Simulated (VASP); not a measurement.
# Sr2Sb2O (P-3m1) in VASP: further runs

Sr2Sb2O is run at these levels: PBE+D3(BJ); tasks: single point, relaxation of cell and atoms.

All numbers are computed with VASP 6.6.1; they aren't measurements. Logs are shortened: lines on timing, memory, paths and dates and some standing lists are left out, and cuts for length are marked.

## 1. The cell of the first run

The structure is trigonal, space group P-3m1 (No. 164). The conventional cell has a = 3.630 Å, b = 3.630 Å, c = 8.631 Å, α = 90.00°, β = 90.00°, γ = 120.00°. Sr (site symmetry 3m) has 3 O at 2.24 Å and 3 Sr at 2.63 Å and 3 Sb at 2.96 Å within 3.0 Å. Within 3.9 Å of Sb (site symmetry 3m) lie 4 Sr at 2.96 to 3.67 Å and 9 Sb at 3.55 to 3.63 Å and 3 O at 3.56 Å. Within 3.0 Å of O (site symmetry -3m) lie 6 Sr at 2.24 Å.

## 2. Single point, PBE+D3(BJ)

Input file INCAR:

```
ALGO     = Normal         # electronic algorithm
EDIFF    = 1E-6           # SCF threshold, eV
ENCUT    = 520            # plane-wave cutoff, eV
GGA      = PE             # functional
ISIF     = 2              # what is computed and relaxed
ISMEAR   = 0              # smearing method
IVDW     = 12             # dispersion correction
LASPH    = True           # aspherical terms in the spheres
LCHARG   = True           # write CHGCAR
LELF     = True           # ELF
LREAL    = False          # projectors in reciprocal space
LVHAR    = True         
LWAVE    = False          # write WAVECAR
NBANDS   = 26             # bands
NELM     = 60             # most SCF steps
PREC     = Accurate       # precision mode
SIGMA    = 0.1            # smearing width, eV
```

Input file KPOINTS:

```
k-points
0
Gamma
  6 6 2
```

Input file POSCAR:

```
Sr2Sb2O
1.0
    3.6301107000      0.0000000000      0.0000000000
   -1.8150553500      3.1437680900      0.0000000000
    0.0000000000      0.0000000000      8.6305586600
Sr Sb O
2 2 1
Direct
    0.3333333300      0.6666666700      0.9083259500
    0.6666666700      0.3333333300      0.0916740500
    0.6666666700      0.3333333300      0.6663385000
    0.3333333300      0.6666666700      0.3336615000
    0.0000000000      0.0000000000      0.0000000000
```

Potentials or basis: VASP PAW PBE potentials, release 64 (Sr_sv, Sb, O).

Command:

```sh
cat potpaw_PBE.64/Sr_sv/POTCAR potpaw_PBE.64/Sb/POTCAR potpaw_PBE.64/O/POTCAR > POTCAR
mpirun -np 1 vasp_std > vasp.out
```

OUTCAR:

```text
EDIFF = 1E-6
   ENCUT = 520
   GGA = PE
   ISIF = 2
   ISMEAR = 0
   IVDW = 12
   LASPH = True
   LREAL = False
   NELM = 60
   PREC = Accurate
 IVDW          = 12

 ion  position               nearest neighbor table
   1  0.333  0.667  0.908-   5 2.24   5 2.24   5 2.24   2 2.63   2 2.63   2 2.63   3 2.96   3 2.96
                             3 2.96   4 3.67   2 4.48   2 4.48   2 4.48
   2  0.667  0.333  0.092-   5 2.24   5 2.24   5 2.24   1 2.63   1 2.63   1 2.63   4 2.96   4 2.96
                             4 2.96   3 3.67   1 4.48   1 4.48   1 4.48
   3  0.667  0.333  0.666-   1 2.96   1 2.96   1 2.96   4 3.55   4 3.55   4 3.55   2 3.67
   4  0.333  0.667  0.334-   2 2.96   2 2.96   2 2.96   3 3.55   3 3.55   3 3.55   1 3.67
   5  0.000  0.000  0.000-   1 2.24   2 2.24   2 2.24   1 2.24   2 2.24   1 2.24

  LATTYP: Found a hexagonal cell.
 ALAT       =     3.6301107000
 C/A-ratio  =     2.3774918655

  Lattice vectors:

 A1 = (   3.6301107000,   0.0000000000,   0.0000000000)
 A2 = (  -1.8150553500,   3.1437680900,   0.0000000000)
 A3 = (   0.0000000000,   0.0000000000,   8.6305586600)

Analysis of symmetry for initial positions (statically):
=====================================================================
 Subroutine PRICEL returns:
 Original cell was already a primitive cell.

 Routine SETGRP: Setting up the symmetry group for a
 hexagonal supercell.

 Subroutine GETGRP returns: Found 12 space group operations
 (whereof 12 operations were pure point group operations)
 out of a pool of 24 trial point group operations.

The static configuration has the point symmetry D_3d.

Analysis of symmetry for dynamics (positions and initial velocities):
=====================================================================
 Subroutine PRICEL returns:
 Original cell was already a primitive cell.

 Routine SETGRP: Setting up the symmetry group for a
 hexagonal supercell.

 Subroutine GETGRP returns: Found 12 space group operations
 (whereof 12 operations were pure point group operations)
 out of a pool of 24 trial point group operations.

The dynamic configuration has the point symmetry D_3d.

 Subroutine INISYM returns: Found 12 space group operations
 (whereof 12 operations are pure point group operations),
 and found     1 'primitive' translations

----------------------------------------------------------------------------------------

                                     Primitive cell

  volume of cell :      98.4939

  direct lattice vectors                    reciprocal lattice vectors
     3.630110700  0.000000000  0.000000000     0.275473693  0.159044810  0.000000000
    -1.815055350  3.143768090  0.000000000     0.000000000  0.318089621  0.000000000
     0.000000000  0.000000000  8.630558660     0.000000000  0.000000000  0.115867355

  length of vectors
     3.630110700  3.630110705  8.630558660     0.318089621  0.318089621  0.115867355

  position of ions in fractional coordinates (direct lattice)
     0.333333330  0.666666670  0.908325950
     0.666666670  0.333333330  0.091674050
     0.666666670  0.333333330  0.666338500
     0.333333330  0.666666670  0.333661500
     0.000000000  0.000000000  0.000000000

  ion indices of the primitive-cell ions
   primitive index   ion index
                 1           1
                 2           2
                 3           3
                 4           4
                 5           5

----------------------------------------------------------------------------------------

 KPOINTS: k-points

Automatic generation of k-mesh.
 Grid dimensions read from file:
 generate k-points for:    6    6    2

 Generating k-lattice:

  Cartesian coordinates                     Fractional coordinates (reciprocal lattice)
     0.045912282  0.026507468  0.000000000     0.166666667  0.000000000  0.000000000
     0.000000000  0.053014937  0.000000000     0.000000000  0.166666667  0.000000000
     0.000000000  0.000000000  0.057933677     0.000000000  0.000000000  0.500000000

  Length of vectors
     0.053014937  0.053014937  0.057933677

  Shift w.r.t. Gamma in fractional coordinates (k-lattice)
     0.000000000  0.000000000  0.000000000

 Subroutine IBZKPT returns following result:
 ===========================================

 Found     14 irreducible k-points:

 Following reciprocal coordinates:
            Coordinates               Weight
  0.000000  0.000000  0.000000      1.000000
  0.166667 -0.000000  0.000000      6.000000
  0.333333  0.000000  0.000000      6.000000
  0.500000  0.000000  0.000000      3.000000
  0.166667  0.166667  0.000000      6.000000
  0.333333  0.166667  0.000000     12.000000
  0.333333  0.333333  0.000000      2.000000
  0.000000  0.000000  0.500000      1.000000
  0.166667 -0.000000  0.500000      6.000000
  0.333333  0.000000  0.500000      6.000000
  0.500000  0.000000  0.500000      3.000000
  0.166667  0.166667  0.500000      6.000000
  0.333333  0.166667  0.500000     12.000000
  0.333333  0.333333  0.500000      2.000000
   k-points           NKPTS =     14   k-points in BZ     NKDIM =     14   number of bands    NBANDS=     26
   number of dos      NEDOS =    301   number of ions     NIONS =      5
   total plane-waves  NPLWV =  50176
   dimension x,y,z NGX =    28 NGY =   28 NGZ =   64
   dimension x,y,z NGXF=    56 NGYF=   56 NGZF=  128
   ions per type =               2   2   1
   NGX,Y,Z   is equivalent  to a cutoff of  12.82, 12.82, 12.33 a.u.
   NGXF,Y,Z  is equivalent  to a cutoff of  25.65, 25.65, 24.66 a.u.
 SYSTEM =  unknown system
   PREC   = accura    normal or accurate (medium, high low for compatibility)
   ISTART =      0    job   : 0-new  1-cont  2-samecut
   ICHARG =      2    charge: 1-file 2-atom 10-const
   ISPIN  =      1    spin polarized calculation?
   LNONCOLLINEAR =      F non collinear calculations
   LSORBIT =      F    spin-orbit coupling
   LASPH  =      T    aspherical Exc in radial PAW
   ENCUT  =  520.0 eV  38.22 Ry    6.18 a.u.   6.75  6.75 16.05*2*pi/ulx,y,z
   NELM   =     60;   NELMIN=  2; NELMDL= -5     # of ELM steps
   EDIFF  = 0.1E-05   stopping-criterion for ELM
   LREAL  =      F    real-space projection
   EDIFFG = 0.1E-04   stopping-criterion for IOM
   NSW    =      0    number of steps for IOM
   IBRION =     -1    ionic relax: 0-MD 1-quasi-New 2-CG
   NFREE  =      0    steps in history (QN), initial steepest desc. (CG)
   ISIF   =      2    stress and relaxation
   ISYM   =      2    0-nonsym 1-usesym 2-fastsym
   POTIM  = 0.5000    time-step for ionic-motion
   TEBEG  =    0.0;   TEEND  =   0.0 temperature during run
   PSTRESS=    0.0 pullay stress
   NELECT =      36.0000    total number of electrons
   NUPDOWN=      -1.0000    fix difference up-down
   EMIN   =  10.00;   EMAX   =-10.00  energy-range for DOS
   EFERMI =   0.00;   METHOD = LEGACY
   ISMEAR =     0;   SIGMA  =   0.10  broadening in eV -4-tet -1-fermi 0-gaus
   EFERMI_NEDOS =   21; number of points for ismear=-14 and -15
   IALGO  =     38    algorithm
   IMIX   =      4    mixing-type and parameters
     AMIX     =   0.40;   BMIX     =  1.00
     AMIX_MAG =   1.60;   BMIX_MAG =  1.00
  volume/ion in A,a.u.               =      19.70       132.93
  Fermi-wavevector in a.u.,A,eV,Ry     =   1.170503  2.211930 18.641036  1.370078
  Thomas-Fermi vector in A             =   2.306961
   LORBIT       =      0    0 simple, 1 ext, 2 COOP (PROOUT), +10 PAW based schemes
   GGA     = PE    functional components
   LHFCALC =     F    Hartree Fock is set to
   AEXX    =    0.0000 exact exchange contribution
   IVDW    =    12    specifies the selected vdW correction
   LEPSILON=     F    determine dielectric tensor
   LRPA    =     F    only Hartree local field effects (RPA)
 non-spin polarized calculation
 Gauss-broadening in eV      SIGMA  =   0.10
  energy-cutoff  :      520.00
  volume of cell :       98.49
 maximum number of plane-waves:      2672
 NGX is ok and might be reduce to    28
   NGX = 13   NGY = 13   NGZ = 33

 number of electron      35.9999990 magnetization

 Free energy of the ion-electron system (eV)
  ---------------------------------------------------
  ext. energy  EPLUGINS =         0.00000000
  ---------------------------------------------------
  free energy    TOTEN  =       -15.43960710 eV

  energy without entropy =      -15.40542425  energy(sigma->0) =      -15.42251568

 E-fermi :   7.2702     XC(G=0): -10.7269

 val. band max:        7.2376324596   @ k =   0.3333   0.1667   0.0000
 cond. band min:       7.2733250259   @ k =   0.3333   0.3333   0.5000
 fundamental gap:      0.0356925662
 Fermi energy:         7.2702142150

 k-point     1 :       0.0000    0.0000    0.0000
  band No.  band energies     occupation
      1     -28.6659      2.00000
      2     -27.0799      2.00000
      3     -12.8130      2.00000
      4     -10.5962      2.00000
      5     -10.5962      2.00000
      6      -9.7926      2.00000
[... 18 lines left out ...]
     25      14.3786      0.00000
     26      14.3786      0.00000

 k-point     2 :       0.1667   -0.0000    0.0000
  band No.  band energies     occupation
      1     -28.5476      2.00000
      2     -27.1460      2.00000
      3     -13.2255      2.00000
      4     -11.2049      2.00000
      5     -10.8712      2.00000
      6     -10.0817      2.00000
[... 18 lines left out ...]
     25      12.8211      0.00000
     26      13.6102      0.00000

 k-point     3 :       0.3333    0.0000    0.0000
  band No.  band energies     occupation
      1     -28.2501      2.00000
      2     -27.3374      2.00000
      3     -14.0824      2.00000
      4     -11.5916      2.00000
      5     -11.2742      2.00000
      6     -10.0449      2.00000
[... 282 lines left out ...]
 k-point    13 :       0.3333    0.1667    0.5000
  band No.  band energies     occupation
      1     -28.0261      2.00000
      2     -27.5058      2.00000
      3     -14.4667      2.00000
      4     -11.8232      2.00000
      5     -11.5399      2.00000
      6      -9.3977      2.00000
[... 18 lines left out ...]
     25      13.0973      0.00000
     26      13.4047      0.00000

 k-point    14 :       0.3333    0.3333    0.5000
  band No.  band energies     occupation
      1     -27.7514      2.00000
      2     -27.7514      2.00000
      3     -14.6567      2.00000
      4     -11.8067      2.00000
      5     -11.8067      2.00000
      6      -9.1038      2.00000
[... 18 lines left out ...]
     25      13.9495      0.00000
     26      13.9861      0.00000

------------------------ aborting loop because EDIFF is reached ----------------------------------------

 Edisp (eV)   -2.28030

 E8    (eV) :    -1.1175

  FORCE on cell =-STRESS in cart. coord.  units (eV):
  Direction    XX          YY          ZZ          XY          YZ          ZX
  --------------------------------------------------------------------------------------
  -------------------------------------------------------------------------------------
  Total      21.47536    21.47536    21.44979    -0.00000     0.00000     0.00000
  in kB     349.33475   349.33475   348.91884    -0.00000     0.00000     0.00000
  external pressure =      349.20 kB  Pullay stress =        0.00 kB

 VOLUME and BASIS-vectors are now :
 -----------------------------------------------------------------------------
  energy-cutoff  :      520.00
  volume of cell :       98.49
      direct lattice vectors                 reciprocal lattice vectors
     3.630110700  0.000000000  0.000000000     0.275473693  0.159044810  0.000000000
    -1.815055350  3.143768090  0.000000000     0.000000000  0.318089621  0.000000000
     0.000000000  0.000000000  8.630558660     0.000000000  0.000000000  0.115867355

 POSITION                                       TOTAL-FORCE (eV/Angst)
 -----------------------------------------------------------------------------------
     -0.00000      2.09585      7.83936        -0.000000      0.000000     -3.434034
      1.81506      1.04792      0.79120         0.000000     -0.000000      3.434034
      1.81506      1.04792      5.75087        -0.000000      0.000000     -3.327375
     -0.00000      2.09585      2.87969         0.000000      0.000000      3.327375
      0.00000      0.00000      0.00000         0.000000      0.000000      0.000000
 -----------------------------------------------------------------------------------
    total drift:                                0.000000     -0.000000      0.000000

  FREE ENERGIE OF THE ION-ELECTRON SYSTEM (eV)
  ---------------------------------------------------
  free  energy   TOTEN  =       -17.7199047656 eV

  energy  without entropy=      -17.6857219071  energy(sigma->0) =      -17.70281334
```

Run time: 30 s. Hardware: 1 thread of Intel Xeon Platinum 8488C (Sapphire Rapids), shared host; peak memory 0.24 GiB.

What came out:

| Item | Value |
| --- | --- |
| Free energy | -17.7199 eV |
| Pressure | 34.9 GPa |
| Largest force | 3.434 eV/Å |
| Band gap on the k mesh | zero (band 18 reaches 9.14 eV, above the bottom of band 19 at 6.51 eV) |
| Dispersion energy per atom | -0.456 eV |

Forces in eV/Å, atoms in the order of the input:
```
Sr   0.000  0.000 -3.434
Sr   0.000  0.000  3.434
Sb   0.000  0.000 -3.327
Sb   0.000  0.000  3.327
O    0.000  0.000  0.000
```

Caveat: the k points lie up to 0.36 Å⁻¹ apart; spin-orbit coupling is left out, which moves the levels of the heavy elements; pairwise dispersion overbinds metals, which lowers pressure and volume; forces of over 1 eV/Å act on the atoms, so gaps and moduli don't describe the material at rest.

[end of part 1 of 2]
